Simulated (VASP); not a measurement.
# Ti2B2Os (P-6m2) in VASP: further runs

Ti2B2Os is run at these levels: PBE; tasks: single point, relaxation of cell and atoms.

Everything below comes from runs of VASP 6.6.1. Logs are shortened: lines on timing, memory, paths and dates and some standing lists are left out, and cuts for length are marked.

## Step 1: The cell of the first run

Symmetry: P-6m2, No. 187, hexagonal system. The conventional cell has a = 3.987 Å, b = 3.987 Å, c = 4.703 Å, α = 90.00°, β = 90.00°, γ = 120.00°. Ti (site symmetry -6m2) has 3 Os at 2.30 Å and 2 Ti at 2.35 Å and 6 B at 2.71 Å within 3.0 Å. Within 3.1 Å of Ti (site symmetry -6m2) lie 2 Ti at 2.35 Å and 6 B at 2.48 Å. Within 2.5 Å of B (site symmetry 3m) lie 1 B at 1.85 Å and 3 Ti at 2.48 Å. Os (site symmetry -6m2) has 3 Ti at 2.30 Å and 6 B at 2.71 Å within 3.0 Å.

The cell was generated, and may not be a known phase.

## Step 2: Single point, PBE

File INCAR:

```
SYSTEM = Ti2B2Os
PREC = Accurate
ENCUT = 520
EDIFF = 1E-6
ISMEAR = 0
SIGMA = 0.1
LREAL = .False.
LASPH = .True.
NELM = 100
ALGO = Normal
ISIF = 2
LWAVE = .False.
LCHARG = .True.
GGA = PE
LELF = .True.
LVHAR = .True.
NBANDS = 27
```

File KPOINTS:

```
Automatic mesh
0
Gamma
  6 6 4
  0 0 0
```

File POSCAR:

```
Ti2B2Os
1.0
    3.9868821220     -0.0000000026      0.0000000000
   -1.9934410588      3.4527412008      0.0000000000
    0.0000000000      0.0000000000      4.7031442231
Ti B Os
2 2 1
Direct
    0.6666666667      0.3333333333      0.0000000000
    0.6666666667      0.3333333333      0.5000000000
    0.0000000000      0.0000000000      0.3030368224
    0.0000000000      0.0000000000      0.6969631776
    0.3333333333      0.6666666667      0.0000000000
```

Potentials or basis: VASP PAW PBE potentials, release 64 (Ti_sv, B, Os).

Started as:

```console
$ cat potpaw_PBE.64/Ti_sv/POTCAR potpaw_PBE.64/B/POTCAR potpaw_PBE.64/Os/POTCAR > POTCAR
$ mpirun -np 1 vasp_std > vasp.out
```

OUTCAR:

```text
SYSTEM = Ti2B2Os
   PREC = Accurate
   ENCUT = 520
   EDIFF = 1E-6
   ISMEAR = 0
   LREAL = .False.
   LASPH = .True.
   NELM = 100
   ISIF = 2
   GGA = PE

 ion  position               nearest neighbor table
   1  0.667  0.333  0.000-   5 2.30   5 2.30   5 2.30   2 2.35   2 2.35
   2  0.667  0.333  0.500-   1 2.35   1 2.35   4 2.48   3 2.48   3 2.48   4 2.48   3 2.48   4 2.48

   3  0.000  0.000  0.303-   4 1.85   2 2.48   2 2.48   2 2.48   5 2.71   5 2.71   5 2.71
   4  0.000  0.000  0.697-   3 1.85   2 2.48   2 2.48   2 2.48   5 2.71   5 2.71   5 2.71
   5  0.333  0.667  0.000-   1 2.30   1 2.30   1 2.30   4 2.71   3 2.71   4 2.71   3 2.71   4 2.71
                             3 2.71

  LATTYP: Found a hexagonal cell.
 ALAT       =     3.9868821220
 C/A-ratio  =     1.1796546974

  Lattice vectors:

 A1 = (   3.9868821220,  -0.0000000026,   0.0000000000)
 A2 = (  -1.9934410588,   3.4527412008,   0.0000000000)
 A3 = (   0.0000000000,   0.0000000000,   4.7031442231)

Analysis of symmetry for initial positions (statically):
=====================================================================
 Subroutine PRICEL returns:
 Original cell was already a primitive cell.

 Routine SETGRP: Setting up the symmetry group for a
 hexagonal supercell.

 Subroutine GETGRP returns: Found 12 space group operations
 (whereof 12 operations were pure point group operations)
 out of a pool of 24 trial point group operations.

The static configuration has the point symmetry D_3h.

Analysis of symmetry for dynamics (positions and initial velocities):
=====================================================================
 Subroutine PRICEL returns:
 Original cell was already a primitive cell.

 Routine SETGRP: Setting up the symmetry group for a
 hexagonal supercell.

 Subroutine GETGRP returns: Found 12 space group operations
 (whereof 12 operations were pure point group operations)
 out of a pool of 24 trial point group operations.

The dynamic configuration has the point symmetry D_3h.

 Subroutine INISYM returns: Found 12 space group operations
 (whereof 12 operations are pure point group operations),
 and found     1 'primitive' translations

----------------------------------------------------------------------------------------

                                     Primitive cell

  volume of cell :      64.7419

  direct lattice vectors                    reciprocal lattice vectors
[... 89 lines left out ...]
   EDIFF  = 0.1E-05   stopping-criterion for ELM
   LREAL  =      F    real-space projection
   EDIFFG = 0.1E-04   stopping-criterion for IOM
   NSW    =      0    number of steps for IOM
   IBRION =     -1    ionic relax: 0-MD 1-quasi-New 2-CG
   NFREE  =      0    steps in history (QN), initial steepest desc. (CG)
   ISIF   =      2    stress and relaxation
   ISYM   =      2    0-nonsym 1-usesym 2-fastsym
   POTIM  = 0.5000    time-step for ionic-motion
   TEBEG  =    0.0;   TEEND  =   0.0 temperature during run
   PSTRESS=    0.0 pullay stress
   NELECT =      38.0000    total number of electrons
   NUPDOWN=      -1.0000    fix difference up-down
   EMIN   =  10.00;   EMAX   =-10.00  energy-range for DOS
   EFERMI =   0.00;   METHOD = LEGACY
   ISMEAR =     0;   SIGMA  =   0.10  broadening in eV -4-tet -1-fermi 0-gaus
   EFERMI_NEDOS =   21; number of points for ismear=-14 and -15
   IALGO  =     38    algorithm
   IMIX   =      4    mixing-type and parameters
     AMIX     =   0.40;   BMIX     =  1.00
     AMIX_MAG =   1.60;   BMIX_MAG =  1.00
  volume/ion in A,a.u.               =      12.95        87.38
  Fermi-wavevector in a.u.,A,eV,Ry     =   1.370695  2.590238 25.562686  1.878804
  Thomas-Fermi vector in A             =   2.496458
   LORBIT       =      0    0 simple, 1 ext, 2 COOP (PROOUT), +10 PAW based schemes
   GGA     = PE    functional components
   LHFCALC =     F    Hartree Fock is set to
   AEXX    =    0.0000 exact exchange contribution
   IVDW    =     0    specifies the selected vdW correction
   LEPSILON=     F    determine dielectric tensor
   LRPA    =     F    only Hartree local field effects (RPA)
 non-spin polarized calculation
 Gauss-broadening in eV      SIGMA  =   0.10
  energy-cutoff  :      520.00
  volume of cell :       64.74
 maximum number of plane-waves:      1763
 NGX is ok and might be reduce to    30
   NGX = 15   NGY = 15   NGZ = 17

 number of electron      38.0000003 magnetization

 Free energy of the ion-electron system (eV)
  ---------------------------------------------------
  ext. energy  EPLUGINS =         0.00000000
  ---------------------------------------------------
  free energy    TOTEN  =       -37.98904889 eV

  energy without entropy =      -37.97195676  energy(sigma->0) =      -37.98050282

 E-fermi :   7.7121     XC(G=0): -11.9692

 val. band max:        7.5563074962   @ k =   0.3333   0.3333   0.0000
 cond. band min:       7.7210667910   @ k =   0.3333   0.1667   0.5000
 fundamental gap:      0.1647592948
 Fermi energy:         7.7121002853

 k-point     1 :       0.0000    0.0000    0.0000
  band No.  band energies     occupation
      1     -49.2315      2.00000
      2     -48.2684      2.00000
      3     -26.1373      2.00000
      4     -25.5388      2.00000
      5     -25.5388      2.00000
      6     -24.6703      2.00000
[... 619 lines left out ...]
     26      10.3381      0.00000
     27      10.6451      0.00000

------------------------ aborting loop because EDIFF is reached ----------------------------------------

  FORCE on cell =-STRESS in cart. coord.  units (eV):
  Direction    XX          YY          ZZ          XY          YZ          ZX
  --------------------------------------------------------------------------------------
  -------------------------------------------------------------------------------------
  Total        0.1780930      0.1780930      0.0572111     -0.0000000     -0.0000000      0.0000000
  in kB        4.4072921      4.4072921      1.4158118     -0.0000000     -0.0000000      0.0000000
  external PRESSURE =       3.4101320 kB  Pullay stress =       0.0000000 kB

 VOLUME and BASIS-vectors are now :
 -----------------------------------------------------------------------------
  energy-cutoff  :      520.00
  volume of cell :       64.74
      direct lattice vectors                 reciprocal lattice vectors
     3.986882122 -0.000000003  0.000000000     0.250822565  0.144812475  0.000000000
    -1.993441059  3.452741201  0.000000000     0.000000000  0.289624951  0.000000000
     0.000000000  0.000000000  4.703144223     0.000000000  0.000000000  0.212623716

 POSITION                                       TOTAL-FORCE (eV/Angst)
 -----------------------------------------------------------------------------------
      1.99344      1.15091      0.00000         0.000000     -0.000000      0.000000
      1.99344      1.15091      2.35157        -0.000000      0.000000      0.000000
      0.00000      0.00000      1.42523         0.000000     -0.000000     -0.000964
      0.00000      0.00000      3.27792        -0.000000     -0.000000      0.000964
      0.00000      2.30183      0.00000         0.000000     -0.000000      0.000000
 -----------------------------------------------------------------------------------
    total drift:                               -0.000002      0.000001      0.000000

  FREE ENERGIE OF THE ION-ELECTRON SYSTEM (eV)
  ---------------------------------------------------
  free  energy   TOTEN  =       -37.9890488932 eV

  energy  without entropy=      -37.9719567566  energy(sigma->0) =      -37.98050282
```

OSZICAR:

```text
N       E                     dE             d eps       ncg     rms          rms(c)
DAV:   1     0.418123051844E+03    0.41812E+03   -0.18692E+04  1134   0.160E+03
DAV:   2     0.119024365214E+02   -0.40622E+03   -0.39416E+03  1140   0.477E+02
DAV:   3    -0.373732800986E+02   -0.49276E+02   -0.47892E+02  1924   0.144E+02
DAV:   4    -0.415500636757E+02   -0.41768E+01   -0.41375E+01  1604   0.377E+01
DAV:   5    -0.417789159510E+02   -0.22885E+00   -0.22869E+00  1737   0.732E+00    0.223E+01
DAV:   6    -0.388678290523E+02    0.29111E+01   -0.33314E+01  1618   0.414E+01    0.117E+01
DAV:   7    -0.389061784406E+02   -0.38349E-01   -0.25255E+01  1663   0.341E+01    0.814E+00
DAV:   8    -0.380350782020E+02    0.87110E+00   -0.36890E+00  1680   0.152E+01    0.523E+00
DAV:   9    -0.380449285837E+02   -0.98504E-02   -0.11572E+00  1801   0.813E+00    0.242E+00
DAV:  10    -0.380048490971E+02    0.40079E-01   -0.24928E-01  1707   0.373E+00    0.125E+00
DAV:  11    -0.379899005156E+02    0.14949E-01   -0.16291E-01  1697   0.327E+00    0.518E-01
DAV:  12    -0.379891699762E+02    0.73054E-03   -0.23935E-02  1568   0.144E+00    0.138E-01
DAV:  13    -0.379890284245E+02    0.14155E-03   -0.24635E-03  1537   0.451E-01    0.557E-02
DAV:  14    -0.379890504896E+02   -0.22065E-04   -0.26029E-04  1668   0.145E-01    0.170E-02
DAV:  15    -0.379890487840E+02    0.17057E-05   -0.27482E-05  1705   0.422E-02    0.720E-03
DAV:  16    -0.379890488932E+02   -0.10921E-06   -0.29908E-06  1300   0.160E-02
   1 F= -.37989049E+02 E0= -.37980503E+02  d E =-.170921E-01
```

stdout:

```text
POSCAR found type information on POSCAR TiB Os
 POSCAR found :  3 types and       5 ions
 scaLAPACK will be used
 LDA part: xc-table for (Slater+PW92), standard interpolation
 POSCAR, INCAR and KPOINTS ok, starting setup
 FFT: planning ... GRIDC
 FFT: planning ... GRID_SOFT
 FFT: planning ... GRID
 WAVECAR not read
 entering main loop
```

Wall time 22 s (1 thread of Intel Xeon 6975P-C (Granite Rapids), shared host); peak memory 0.2 GiB.

Results:

```
Free energy            : -37.9890 eV
Pressure               : 0.3 GPa
Band gap on the k mesh : zero (bands 19 and 20 overlap by 1.41 eV)
```

Levels at points of the mesh, in eV from the Fermi level:
```
           k point  band 16  band 17  band 18  band 19  band 20  band 21  band 22  band 23
(0.00, 0.00, 0.00)    -2.41    -1.06    -1.06    -0.94    -0.94    -0.42     1.35     1.35
(0.50, 0.00, 0.00)    -2.21    -2.09    -1.29    -1.29     1.03     1.05     1.48     1.98
(0.00, 0.00, 0.50)    -1.66    -1.66    -0.69     0.30     0.30     0.88     0.88     2.09
(0.50, 0.00, 0.50)    -2.63    -1.77    -1.13     0.10     1.08     1.13     1.23     2.11
```

Caveat: spin-orbit coupling is left out, which moves the levels of the heavy elements.

## Step 3: Single point, PBE

This run uses another cell than the first one, of 14.43 Å³/atom.

File INCAR:

```
PREC = Accurate
ENCUT = 520
EDIFF = 1E-6
ISMEAR = 0
SIGMA = 0.1
LREAL = False
LASPH = True
NELM = 100
ALGO = Normal
ISIF = 2
LWAVE = False
LCHARG = False
GGA = PE
NBANDS = 27
```

File KPOINTS:

```
Automatic mesh
0
Gamma
  6 6 4
```

File POSCAR:

```
Ti2B2Os
1.0
    4.5019394500      0.0000000000      0.0000000000
   -2.2509697200      3.8987939300      0.0000000000
    0.0000000000      0.0000000000      4.1099991500
Ti B Os
2 2 1
Direct
    0.6666666700      0.3333333300      0.0000000000
    0.6666666700      0.3333333300      0.5000000000
    0.0000000000      0.0000000000      0.2583803800
    0.0000000000      0.0000000000      0.7416196200
    0.3333333300      0.6666666700      0.0000000000
```

Potentials or basis: VASP PAW PBE potentials, release 64 (Ti_sv, B, Os).

Started as:

```console
$ cat potpaw_PBE.64/Ti_sv/POTCAR potpaw_PBE.64/B/POTCAR potpaw_PBE.64/Os/POTCAR > POTCAR
$ mpirun -np 1 vasp_std > vasp.out
```

Wall time 21 s (1 thread of Intel Xeon 6975P-C (Granite Rapids), shared host); peak memory 0.21 GiB.

It converged, with:

```
Free energy            : -35.2630 eV
Pressure               : -15.3 GPa
Largest force          : 0.061 eV/Å
Band gap on the k mesh : zero (bands 19 and 20 overlap by 1.39 eV)
```

Forces in eV/Å, atoms in the order of the input:
```
Ti   0.000  0.000  0.000
Ti   0.000  0.000  0.000
B    0.000  0.000 -0.061
B    0.000  0.000  0.061
Os   0.000  0.000  0.000
```

Stress tensor (GPa, compression positive):
```
-33.53   0.00   0.00
  0.00 -33.53   0.00
  0.00   0.00  21.21
```

Levels at points of the mesh, in eV from the Fermi level:
```
           k point  band 17  band 18  band 19  band 20  band 21  band 22
(0.00, 0.00, 0.00)    -1.11    -0.97    -0.97    -0.70    -0.70     0.53
(0.50, 0.00, 0.00)    -1.56    -1.25    -1.24     0.33     1.01     1.09
(0.00, 0.00, 0.50)    -0.36    -0.09    -0.09     1.08     1.18     1.18
(0.50, 0.00, 0.50)    -1.02    -0.32     0.32     1.39     1.59     2.01
```

Caveat: the k points lie up to 0.38 Å⁻¹ apart, too coarse for converged energies and pressures of a metal; atoms lie so close that the PAW spheres overlap strongly, which falsifies energies and pressures; spin-orbit coupling is left out, which moves the levels of the heavy elements.

[end of part 1 of 2]

The gap in the log of VASP goes by the Fermi energy; the results here count the filled bands.